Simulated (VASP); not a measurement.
Set up this calculation in VASP 6.6.1, as the native input.

| Property | Result |
| --- | --- |
| Task | single point |
| Functional | LDA |
| Potentials or basis | VASP PAW LDA potentials, release 64 (H, C) |
| Cutoff | 520 eV |
| k mesh | 3 × 3 × 1 |
| Occupations | gaussian, width 0.02 eV |
| Spin | collinear spin |
| Starting moments | [0.0, 0.0, 0.0, 0.0, 0.0, 0.0, 0.0, 0.0, 0.0, 0.0, 0.0, 0.0, 0.0, 0.0, 0.0, 0.0, 0.0, 0.0, 0.0, 0.0, 0.0, 0.0, 0.0, 0.0, 0.0, 0.0, 0.0, 0.0, 1.0] μB |
| Dipole correction | no |
| Further INCAR settings | LREAL = Auto; ALGO = Normal; EDIFF = 1e-06; NBANDS = 70 |

The structure of H8C21 lies in POSCAR:

```
H8C21
1.0
    5.0487420000      0.0000000000      0.0000000000
    0.0000000000      5.0487420000      0.0000000000
    0.0000000000      0.0000000000     16.1647000000
H C
8 21
Direct
    0.4277868000      0.0000000000      0.0618632000
    0.0722132000      0.0000000000      0.0618632000
    0.9277868000      0.0000000000      0.0618632000
    0.5722132000      0.0000000000      0.0618632000
    0.4277868000      0.5000000000      0.0618632000
    0.0722132000      0.5000000000      0.0618632000
    0.9277868000      0.5000000000      0.0618632000
    0.5722132000      0.5000000000      0.0618632000
    0.2500000000      0.0000000000      0.1011278000
    0.7500000000      0.0000000000      0.1011278000
    0.2500000000      0.5000000000      0.1011278000
    0.7500000000      0.5000000000      0.1011278000
    0.2500000000      0.2500000000      0.1563407000
    0.7500000000      0.2500000000      0.1563407000
    0.2500000000      0.7500000000      0.1563407000
    0.7500000000      0.7500000000      0.1563407000
   -0.0044467867      0.2499785157      0.2063552795
    0.5044518945      0.2500575289      0.2063599327
    0.0015469586      0.7499933056      0.2156220223
    0.4984674902      0.7500144309      0.2156293113
   -0.0005759793      0.0136773598      0.2677959578
    0.5005341525      0.0137652111      0.2677889462
   -0.0006167407      0.4862382818      0.2677888819
    0.5006065530      0.4862958821      0.2678022418
    0.2499414277      0.1131740615      0.3083189417
    0.7499610311      0.0748435946      0.3164591227
    0.2500137223      0.3869239471      0.3083232837
    0.7499982427      0.4250179673      0.3164822136
    0.7499985141      0.2498796522      0.3863434488
```

These files were run (other wordings do the same):

INCAR

```
PREC = Accurate
ENCUT = 520
EDIFF = 1E-6
ISMEAR = 0
SIGMA = 0.02
LREAL = Auto
LASPH = T
NELM = 150
ALGO = Normal
ISIF = 2
LWAVE = F
LCHARG = T
ISPIN = 2
MAGMOM = 0 0 0 0 0 0 0 0 0 0 0 0 0 0 0 0 0 0 0 0 0 0 0 0 0 0 0 0 1
LORBIT = 11
GGA = CA
LELF = T
LVHAR = T
NBANDS = 70
```

KPOINTS

```
regular mesh
0
Gamma
  3 3 1
```

Potentials or basis: VASP PAW LDA potentials, release 64 (H, C).

Run with:

```bash
$ cat potpaw_LDA.64/H/POTCAR potpaw_LDA.64/C/POTCAR > POTCAR
$ mpirun -np 1 vasp_std > vasp.out
```

Results of the run:

The largest force is 8.938 eV/Å, the band gap on the k mesh is 0.60 eV (least direct gap 0.81 eV) and the net moment is 2.00 μB per cell. The site moments are H +0.00; C +0.00, +0.02, +0.01, -0.00, +0.03, +0.10, +0.68 (each value once) μB. The valence electrons inside the program's atomic spheres are H 0.83; C 2.68, 2.59, 2.64, 2.52, 2.50, 2.61, 2.48, 2.56, 2.58, 2.54, 2.40 (each value once).

Wall time 10 min on 1 thread of AMD EPYC 7R43 64-Core Processor (Zen 3), with other jobs on the host, peak memory 0.44 GiB.
